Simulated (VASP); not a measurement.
**KBr: single point with r2SCAN**

Crystal: KBr.

```xyz
4
Lattice="5.6186 0.0000 0.0000 -2.8093 4.8658 0.0000 0.0000 0.0000 6.5538" Properties=species:S:1:pos:R:3 pbc="T T T"
K     0.0000    3.2439   -0.4096
K     2.8093    1.6219    2.8673
Br    0.0000    3.2439    2.8673
Br    2.8093    1.6219    6.1442
```

```
Program                : VASP 6.6.1
Task                   : single point
Functional             : r2SCAN
Potentials or basis    : VASP PAW PBE potentials, release 64 (K_sv, Br)
Cutoff                 : 520 eV
k mesh                 : 6 × 6 × 4
Occupations            : gaussian, width 0.01 eV
Spin                   : no spin polarisation
Dipole correction      : no
Further INCAR settings : ALGO = Normal; EDIFF = 1e-07; NBANDS = 24
```

| Quantity | Value |
| --- | --- |
| Pressure | 0.0 GPa |
| Band gap on the k mesh | 4.77 eV |

Levels at points of the mesh, in eV from the valence-band top:
| k point | band 14 | band 15 | band 16 | band 17 | band 18 | band 19 |
| --- | --- | --- | --- | --- | --- | --- |
| (0.00, 0.00, 0.00) | -0.29 | -0.29 | 0.00 | 4.77 | 7.83 | 8.08 |
| (0.50, 0.00, 0.00) | -0.45 | -0.25 | -0.15 | 6.46 | 7.19 | 7.21 |
| (0.00, 0.00, 0.50) | -0.40 | -0.40 | -0.40 | 6.03 | 6.03 | 9.08 |
| (0.50, 0.00, 0.50) | -0.35 | -0.27 | -0.27 | 6.76 | 6.76 | 8.61 |

Run time: 5.5 min on 1 thread of Intel(R) Xeon(R) Platinum 8124M CPU @ 3.00GHz (Skylake/Cascade Lake), with other jobs on the host, peak memory 0.36 GiB.

Caveat: the structure was generated, so it needn't be the stable form of KBr; the PAW data sets were made with another functional, which shifts forces and pressure a little. A k mesh can miss the band edges.
